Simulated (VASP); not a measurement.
# AlPt (Pm-3m) in VASP: further runs

Runs on AlPt. Level: LDA. Tasks: single point.

All numbers are computed with VASP 6.6.1; they aren't measurements. Logs are shortened: lines on timing, memory, paths and dates and some standing lists are left out, and cuts for length are marked.

## (1) The cell of the first run

The structure is cubic, space group Pm-3m (No. 221). The conventional cell has a = 2.870 Å, b = 2.870 Å, c = 2.870 Å, α = 90.00°, β = 90.00°, γ = 90.00°. Al (site symmetry m-3m) has 8 Pt at 2.49 Å and 6 Al at 2.87 Å within 3.3 Å. Within 3.3 Å of Pt (site symmetry m-3m) lie 8 Al at 2.49 Å and 6 Pt at 2.87 Å.

## (2) Single point, LDA (volume scaled by 0.8)

INCAR reads:

```
SYSTEM = AlPt
ALGO     = Normal         ! electronic algorithm
EDIFF    = 1E-6           ! SCF threshold, eV
ENCUT    = 520            ! plane-wave cutoff, eV
GGA      = CA             ! functional
ISIF     = 2              ! what is computed and relaxed
ISMEAR   = -1             ! smearing method
LASPH    = .TRUE.         ! aspherical terms in the spheres
LCHARG   = .TRUE.         ! write CHGCAR
LELF     = .TRUE.         ! ELF
LREAL    = .FALSE.        ! projectors in reciprocal space
LVHAR    = .TRUE.       
LWAVE    = .FALSE.        ! write WAVECAR
NBANDS   = 14             ! bands
NELM     = 80             ! most SCF steps
PREC     = Accurate       ! precision mode
SIGMA    = 0.05           ! smearing width, eV
```

KPOINTS reads:

```
k-points
0
G
  12 12 12
  0 0 0
```

POSCAR reads:

```
AlPt
1.0
    2.8699370784      0.0000000000      0.0000000000
    0.0000000000      2.8699370784      0.0000000000
    0.0000000000      0.0000000000      2.8699370784
Al Pt
1 1
Direct
    0.0000000000      0.0000000000      0.0000000000
    0.5000000000      0.5000000000      0.5000000000
```

Potentials or basis: VASP PAW LDA potentials, release 64 (Al, Pt).

Started as:

```console
cat potpaw_LDA.64/Al/POTCAR potpaw_LDA.64/Pt/POTCAR > POTCAR
mpirun -np 1 vasp_std > vasp.out
```

OUTCAR:

```text
SYSTEM = AlPt
   EDIFF = 1E-6
   ENCUT = 520
   GGA = CA
   ISIF = 2
   ISMEAR = -1
   LASPH = .TRUE.
   LREAL = .FALSE.
   NELM = 80
   PREC = Accurate

 ion  position               nearest neighbor table
   1  0.000  0.000  0.000-   2 2.49   2 2.49   2 2.49   2 2.49   2 2.49   2 2.49   2 2.49   2 2.49

   2  0.500  0.500  0.500-   1 2.49   1 2.49   1 2.49   1 2.49   1 2.49   1 2.49   1 2.49   1 2.49

  LATTYP: Found a simple cubic cell.
 ALAT       =     2.8699370784

  Lattice vectors:

 A1 = (   2.8699370784,   0.0000000000,   0.0000000000)
 A2 = (   0.0000000000,   2.8699370784,   0.0000000000)
 A3 = (   0.0000000000,   0.0000000000,   2.8699370784)

Analysis of symmetry for initial positions (statically):
=====================================================================
 Subroutine PRICEL returns:
 Original cell was already a primitive cell.

 Routine SETGRP: Setting up the symmetry group for a
 simple cubic supercell.

 Subroutine GETGRP returns: Found 48 space group operations
 (whereof 48 operations were pure point group operations)
 out of a pool of 48 trial point group operations.

The static configuration has the point symmetry O_h .

Analysis of symmetry for dynamics (positions and initial velocities):
=====================================================================
 Subroutine PRICEL returns:
 Original cell was already a primitive cell.

 Routine SETGRP: Setting up the symmetry group for a
 simple cubic supercell.

 Subroutine GETGRP returns: Found 48 space group operations
 (whereof 48 operations were pure point group operations)
 out of a pool of 48 trial point group operations.

The dynamic configuration has the point symmetry O_h .

 Subroutine INISYM returns: Found 48 space group operations
 (whereof 48 operations are pure point group operations),
 and found     1 'primitive' translations

----------------------------------------------------------------------------------------

                                     Primitive cell

  volume of cell :      23.6383

  direct lattice vectors                    reciprocal lattice vectors
     2.869937078  0.000000000  0.000000000     0.348439695  0.000000000  0.000000000
     0.000000000  2.869937078  0.000000000     0.000000000  0.348439695  0.000000000
     0.000000000  0.000000000  2.869937078     0.000000000  0.000000000  0.348439695

  length of vectors
     2.869937078  2.869937078  2.869937078     0.348439695  0.348439695  0.348439695

  position of ions in fractional coordinates (direct lattice)
     0.000000000  0.000000000  0.000000000
     0.500000000  0.500000000  0.500000000

  ion indices of the primitive-cell ions
   primitive index   ion index
                 1           1
                 2           2

----------------------------------------------------------------------------------------

 KPOINTS: k-points

Automatic generation of k-mesh.
 Grid dimensions read from file:
 generate k-points for:   12   12   12

 Generating k-lattice:

  Cartesian coordinates                     Fractional coordinates (reciprocal lattice)
     0.029036641  0.000000000  0.000000000     0.083333333  0.000000000  0.000000000
     0.000000000  0.029036641  0.000000000     0.000000000  0.083333333  0.000000000
     0.000000000  0.000000000  0.029036641     0.000000000  0.000000000  0.083333333

  Length of vectors
     0.029036641  0.029036641  0.029036641

  Shift w.r.t. Gamma in fractional coordinates (k-lattice)
     0.000000000  0.000000000  0.000000000

 Subroutine IBZKPT returns following result:
 ===========================================

 Found     84 irreducible k-points:

 Following reciprocal coordinates:
            Coordinates               Weight
  0.000000  0.000000  0.000000      1.000000
  0.083333  0.000000  0.000000      6.000000
  0.166667  0.000000  0.000000      6.000000
  0.250000  0.000000  0.000000      6.000000
  0.333333  0.000000  0.000000      6.000000
  0.416667  0.000000  0.000000      6.000000
[... 16 lines left out ...]
  0.333333  0.333333  0.000000     12.000000
  0.416667  0.333333  0.000000     24.000000
 [... further k-points ...]
   k-points           NKPTS =     84   k-points in BZ     NKDIM =     84   number of bands    NBANDS=     14
   number of dos      NEDOS =    301   number of ions     NIONS =      2
   total plane-waves  NPLWV =  13824
   dimension x,y,z NGX =    24 NGY =   24 NGZ =   24
   dimension x,y,z NGXF=    48 NGYF=   48 NGZF=   48
   ions per type =               1   1
   NGX,Y,Z   is equivalent  to a cutoff of  13.90, 13.90, 13.90 a.u.
   NGXF,Y,Z  is equivalent  to a cutoff of  27.80, 27.80, 27.80 a.u.
 SYSTEM =  AlPt
   PREC   = accura    normal or accurate (medium, high low for compatibility)
   ISTART =      0    job   : 0-new  1-cont  2-samecut
   ICHARG =      2    charge: 1-file 2-atom 10-const
   ISPIN  =      1    spin polarized calculation?
   LNONCOLLINEAR =      F non collinear calculations
   LSORBIT =      F    spin-orbit coupling
   LASPH  =      T    aspherical Exc in radial PAW
   ENCUT  =  520.0 eV  38.22 Ry    6.18 a.u.   5.34  5.34  5.34*2*pi/ulx,y,z
   NELM   =     80;   NELMIN=  2; NELMDL= -5     # of ELM steps
   EDIFF  = 0.1E-05   stopping-criterion for ELM
   LREAL  =      F    real-space projection
   EDIFFG = 0.1E-04   stopping-criterion for IOM
   NSW    =      0    number of steps for IOM
   IBRION =     -1    ionic relax: 0-MD 1-quasi-New 2-CG
   NFREE  =      0    steps in history (QN), initial steepest desc. (CG)
   ISIF   =      2    stress and relaxation
   ISYM   =      2    0-nonsym 1-usesym 2-fastsym
   POTIM  = 0.5000    time-step for ionic-motion
   TEBEG  =    0.0;   TEEND  =   0.0 temperature during run
   PSTRESS=    0.0 pullay stress
   NELECT =      13.0000    total number of electrons
   NUPDOWN=      -1.0000    fix difference up-down
   EMIN   =  10.00;   EMAX   =-10.00  energy-range for DOS
   EFERMI =   0.00;   METHOD = LEGACY
   ISMEAR =    -1;   SIGMA  =   0.05  broadening in eV -4-tet -1-fermi 0-gaus
   EFERMI_NEDOS =   21; number of points for ismear=-14 and -15
   IALGO  =     38    algorithm
   IMIX   =      4    mixing-type and parameters
     AMIX     =   0.40;   BMIX     =  1.00
     AMIX_MAG =   1.60;   BMIX_MAG =  1.00
  volume/ion in A,a.u.               =      11.82        79.76
  Fermi-wavevector in a.u.,A,eV,Ry     =   1.341272  2.534637 24.477030  1.799011
  Thomas-Fermi vector in A             =   2.469519
   LORBIT       =      0    0 simple, 1 ext, 2 COOP (PROOUT), +10 PAW based schemes
   GGA     = CA    functional components
   LHFCALC =     F    Hartree Fock is set to
   AEXX    =    0.0000 exact exchange contribution
   IVDW    =     0    specifies the selected vdW correction
   LEPSILON=     F    determine dielectric tensor
   LRPA    =     F    only Hartree local field effects (RPA)
 non-spin polarized calculation
  energy-cutoff  :      520.00
  volume of cell :       23.64
 maximum number of plane-waves:       655
 NGX is ok and might be reduce to    24
   NGX = 11   NGY = 11   NGZ = 11

 number of electron      13.0000002 magnetization

 Free energy of the ion-electron system (eV)
  ---------------------------------------------------
  ext. energy  EPLUGINS =         0.00000000
  ---------------------------------------------------
  free energy    TOTEN  =       -12.93622548 eV

  energy without entropy =      -12.93145950  energy(sigma->0) =      -12.93384249

 E-fermi :  14.5720     XC(G=0): -13.4192

 val. band max:       14.5245297953   @ k =   0.3333   0.1667   0.0000
 cond. band min:      14.7168077295   @ k =   0.3333   0.1667   0.0833
 fundamental gap:      0.1922779342
 Fermi energy:        14.5719792511

 k-point     1 :       0.0000    0.0000    0.0000
  band No.  band energies     occupation
      1       0.6607      2.00000
      2       6.8829      2.00000
      3       6.8829      2.00000
      4      11.1530      2.00000
      5      11.1530      2.00000
      6      11.1530      2.00000
      7      18.6407      0.00000
      8      18.6407      0.00000
      9      18.6407      0.00000
     10      24.3031      0.00000
     11      24.3031      0.00000
     12      27.3322      0.00000
     13      32.8421      0.00000
     14      32.8421      0.00000

 k-point     2 :       0.0833    0.0000    0.0000
  band No.  band energies     occupation
      1       0.8145      2.00000
      2       6.9317      2.00000
      3       6.9592      2.00000
      4      10.9740      2.00000
      5      10.9740      2.00000
      6      11.1723      2.00000
      7      17.8979      0.00000
      8      18.9298      0.00000
      9      18.9298      0.00000
     10      23.8817      0.00000
     11      24.7848      0.00000
     12      27.8844      0.00000
     13      32.5647      0.00000
     14      32.5647      0.00000

 k-point     3 :       0.1667    0.0000    0.0000
  band No.  band energies     occupation
      1       1.2631      2.00000
      2       7.0688      2.00000
      3       7.1443      2.00000
      4      10.5348      2.00000
      5      10.5348      2.00000
      6      11.2253      2.00000
      7      16.4213      0.00000
      8      19.6951      0.00000
      9      19.6951      0.00000
     10      22.8885      0.00000
     11      25.4282      0.00000
     12      29.5849      0.00000
     13      31.5963      0.00000
     14      31.5963      0.00000

 k-point     4 :       0.2500    0.0000    0.0000
  band No.  band energies     occupation
      1       1.9687      2.00000
      2       7.2666      2.00000
      3       7.2929      2.00000
      4      10.0195      2.00000
      5      10.0195      2.00000
      6      11.2991      2.00000
      7      15.0168      0.00027
      8      20.7392      0.00000
      9      20.7392      0.00000
     10      21.7554      0.00000
     11      25.8506      0.00000
     12      30.1939      0.00000
     13      30.1939      0.00000
     14      31.7933      0.00000

 k-point     5 :       0.3333    0.0000    0.0000
  band No.  band energies     occupation
      1       2.8633      2.00000
      2       7.1706      2.00000
      3       7.4785      2.00000
      4       9.5714      2.00000
      5       9.5714      2.00000
      6      11.3744      2.00000
      7      14.0746      1.99990
      8      20.7701      0.00000
      9      21.8895      0.00000
     10      21.8895      0.00000
     11      26.1532      0.00000
[... 276 lines left out ...]
 k-point    22 :       0.5000    0.2500    0.0000
  band No.  band energies     occupation
      1       5.4616      2.00000
      2       5.7039      2.00000
      3       8.5453      2.00000
      4       9.3656      2.00000
      5       9.7746      2.00000
      6      10.4023      2.00000
      7      13.5750      2.00000
      8      19.0216      0.00000
      9      20.4415      0.00000
     10      24.5921      0.00000
     11      25.2174      0.00000
     12      26.6541      0.00000
     13      30.5408      0.00000
     14      30.6156      0.00000

 k-point    23 :       0.3333    0.3333    0.0000
  band No.  band energies     occupation
      1       4.5378      2.00000
      2       6.6097      2.00000
      3       9.0064      2.00000
      4       9.2705      2.00000
      5       9.7937      2.00000
      6       9.9359      2.00000
      7      14.5223      1.45963
      8      17.1687      0.00000
      9      21.0822      0.00000
     10      24.4926      0.00000
     11      25.9239      0.00000
     12      27.8379      0.00000
     13      29.0477      0.00000
     14      32.2887      0.00000

 k-point    24 :       0.4167    0.3333    0.0000
  band No.  band energies     occupation
      1       4.9698      2.00000
      2       6.4657      2.00000
      3       9.1873      2.00000
      4       9.5665      2.00000
      5       9.7884      2.00000
      6       9.9439      2.00000
      7      13.8208      2.00000
      8      17.3001      0.00000
      9      20.4674      0.00000
     10      24.5728      0.00000
     11      25.4998      0.00000
     12      28.3792      0.00000
     13      28.8155      0.00000
     14      31.3925      0.00000

 [... further k-points ...]
[... 5 lines left out ...]
  --------------------------------------------------------------------------------------
  -------------------------------------------------------------------------------------
  Total        8.2353623      8.2353623      8.2353623      0.0000000     -0.0000000     -0.0000000
  in kB      558.1824374    558.1824374    558.1824374      0.0000000     -0.0000000     -0.0000000
  external PRESSURE =     558.1824374 kB  Pullay stress =       0.0000000 kB

 VOLUME and BASIS-vectors are now :
 -----------------------------------------------------------------------------
  energy-cutoff  :      520.00
  volume of cell :       23.64
      direct lattice vectors                 reciprocal lattice vectors
     2.869937078  0.000000000  0.000000000     0.348439695  0.000000000  0.000000000
     0.000000000  2.869937078  0.000000000     0.000000000  0.348439695  0.000000000
     0.000000000  0.000000000  2.869937078     0.000000000  0.000000000  0.348439695

 POSITION                                       TOTAL-FORCE (eV/Angst)
 -----------------------------------------------------------------------------------
      0.00000      0.00000      0.00000         0.000000      0.000000      0.000000
      1.43497      1.43497      1.43497         0.000000      0.000000      0.000000
 -----------------------------------------------------------------------------------
    total drift:                                0.000000     -0.000000     -0.000000

  FREE ENERGIE OF THE ION-ELECTRON SYSTEM (eV)
  ---------------------------------------------------
  free  energy   TOTEN  =       -12.9362254783 eV

  energy  without entropy=      -12.9314594972  energy(sigma->0) =      -12.93384249
```

Wall time 23 s (1 thread of AMD EPYC 7R13 (Zen 3), shared host); peak memory 0.12 GiB.

Results:

* Free energy: -12.9362 eV
* Pressure: 55.8 GPa

Levels at points of the mesh, in eV from the Fermi level:
| k point | band 3 | band 4 | band 5 | band 6 | band 7 | band 8 | band 9 | band 10 | band 11 | band 12 |
| --- | --- | --- | --- | --- | --- | --- | --- | --- | --- | --- |
| (0.00, 0.00, 0.00) | -7.69 | -3.42 | -3.42 | -3.42 | 4.07 | 4.07 | 4.07 | 9.73 | 9.73 | 12.76 |
| (0.50, 0.00, 0.00) | -6.86 | -5.40 | -5.40 | -3.12 | -0.95 | 5.30 | 8.92 | 8.92 | 11.84 | 12.30 |
| (0.50, 0.50, 0.00) | -5.00 | -5.00 | -4.13 | -4.13 | -1.67 | 1.48 | 5.05 | 9.35 | 12.71 | 12.71 |
| (0.50, 0.50, 0.50) | -8.53 | -1.55 | -1.55 | 1.18 | 1.37 | 1.37 | 1.37 | 6.57 | 7.50 | 7.50 |

Caveat: spin-orbit coupling is left out, which moves the levels of the heavy elements.

## (3) Single point, LDA (volume scaled by 0.8)

INCAR reads:

```
ALGO     = Normal         # electronic algorithm
EDIFF    = 1E-6           # SCF threshold, eV
ENCUT    = 520            # plane-wave cutoff, eV
GGA      = CA             # functional
ISIF     = 2              # what is computed and relaxed
ISMEAR   = -1             # smearing method
LASPH    = T              # aspherical terms in the spheres
LCHARG   = F              # write CHGCAR
LREAL    = F              # projectors in reciprocal space
LWAVE    = F              # write WAVECAR
NBANDS   = 14             # bands
NELM     = 100            # most SCF steps
PREC     = Accurate       # precision mode
SIGMA    = 0.05           # smearing width, eV
```

KPOINTS reads:

```
k-points
0
Gamma
  12 12 12
```

POSCAR is that of step 2.

Potentials or basis: VASP PAW LDA potentials, release 64 (Al, Pt).

Started as:

```console
cat potpaw_LDA.64/Al/POTCAR potpaw_LDA.64/Pt/POTCAR > POTCAR
mpirun -np 1 vasp_std > vasp.out
```

It took 26 s on 1 thread of AMD EPYC 7R13 (Zen 3), shared host; peak memory 0.12 GiB.

It converged, with:

```yaml
Free_energy: -12.9362 eV
Pressure: 55.8 GPa
```

Levels at points of the mesh, in eV from the Fermi level:
```csv
k point,band 4,band 5,band 6,band 7,band 8,band 9,band 10,band 11
"(0.00, 0.00, 0.00)",-3.42,-3.42,-3.42,4.07,4.07,4.07,9.73,9.73
"(0.50, 0.00, 0.00)",-5.40,-5.40,-3.12,-0.95,5.30,8.92,8.92,11.84
"(0.50, 0.50, 0.00)",-5.00,-4.13,-4.13,-1.67,1.48,5.05,9.35,12.71
"(0.50, 0.50, 0.50)",-1.55,-1.55,1.18,1.37,1.37,1.37,6.57,7.50
```

Caveat: spin-orbit coupling is left out, which moves the levels of the heavy elements.

(Continued in part 2 of 2.)
